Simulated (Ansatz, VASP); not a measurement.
**One calculation of FeCo, two programs**

INCAR

```
SYSTEM = FeCo
PREC = Accurate
ENCUT = 520
EDIFF = 1E-8
ISMEAR = -1
SIGMA = 0.05
LREAL = .False.
LASPH = .True.
NELM = 200
ALGO = Normal
ISIF = 2
LWAVE = .False.
LCHARG = .False.
ISPIN = 2
MAGMOM = 3 2
LORBIT = 11
LMAXMIX = 4
GGA = PE
LEFG = .True.
NBANDS = 20
GGA_COMPAT = .False.
```

KPOINTS

```
Automatic mesh
0
Gamma
  11 11 11
  0 0 0
```

The input POSCAR:

```
FeCo
1.0
    2.9038443914      0.0000000000      0.0000000000
    0.0000000000      2.9038443914      0.0000000000
    0.0000000000      0.0000000000      2.9038443914
Fe Co
1 1
Direct
    0.5000000000      0.5000000000      0.5000000000
    0.0000000000      0.0000000000      0.0000000000
```

Input for Ansatz:

```yaml
crystal:
  lattice:
    - [2.9038443914, 0.0, 0.0]
    - [0.0, 2.9038443914, 0.0]
    - [0.0, 0.0, 2.9038443914]
  atoms:
    - { symbol: Fe, position: [0.5, 0.5, 0.5], spin: 3.0 }
    - { symbol: Co, position: [0.0, 0.0, 0.0], spin: 2.0 }
magnetization:
  spin_polarized: true
kpoints:
  mp_grid: { grid: [11, 11, 11] }
scf:
  occupations: { method: fermi_dirac, width: 0.05 }
hamiltonian:
  xc: pbe
  pseudopotentials: { kind: paw }
output:
  forces: true
  stress: true
  eigenvalues: true
  efg: { contact_densities: true }
  write_density: true
  write_potential: true
  elf: true
  volumetric_format: npy
```

Change from the starting cell: volume scaled by 1.05, PAW files.

Alike in both runs: task electric field gradients; functional PBE; k mesh 11 × 11 × 11; occupations fermi-dirac, width 0.05 eV; collinear spin.

```csv
,VASP,Ansatz
version,VASP 6.6.1,Ansatz 0.2.0
potentials or method,"VASP PAW PBE potentials, release 64 (Fe, Co)","PAW with Ansatz's default frozen-core files, scalar-relativistic"
plane-wave cutoff (eV),520,420
valence electrons in the cell,17,33
```

```csv
,VASP,Ansatz,Ansatz less VASP
pressure (GPa),-10.6,-10.2,+0.33
net moment per atom (μB),2.29,2.30,+0.010
size of the moment on the site where the two differ most (μB),1.78,1.85,+0.067
```

Site moments also hang on the region over which each program counts them. VASP's potentials hold 17 valence electrons a cell and Ansatz's 33, so a difference there can come from the potentials and not from the codes.
